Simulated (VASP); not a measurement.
The system is TlNiF4.

```xyz
6
Lattice="3.5903 0.0000 0.0000 0.0000 3.5903 0.0000 0.0000 0.0000 6.3102" Properties=species:S:1:pos:R:3 pbc="T T T"
Tl    1.7952    1.7952    3.1551
Ni    0.0000    0.0000    0.0000
F     1.7952    0.0000    0.0000
F     0.0000    1.7952    0.0000
F     0.0000    0.0000    1.7271
F     0.0000    0.0000    4.5831
```

Base run:

* Program: VASP 6.6.1
* Functional: PBE
* Potentials or basis: VASP PAW PBE potentials, release 64 (Tl_d, Ni, F)
* Cutoff: 520 eV
* k mesh: 5 × 5 × 3
* Occupations: fermi-dirac, width 0.1 eV
* Spin: no spin polarisation

Its results: pressure 16.7 GPa; largest force 2.512 eV/Å.

Q: The run is repeated on the same cell with these changes: hubbard terms from none to Ni d U = 5.0 eV. What comes out?

A: Pressure 13.1 GPa; largest force 1.853 eV/Å.

Caveats: an odd number of electrons without spin polarisation forces a metal; a magnetic or distorted state may lie lower; the run has no spin polarisation, though such a crystal can be magnetic; U without spin polarisation on a metal has little footing (some runs).
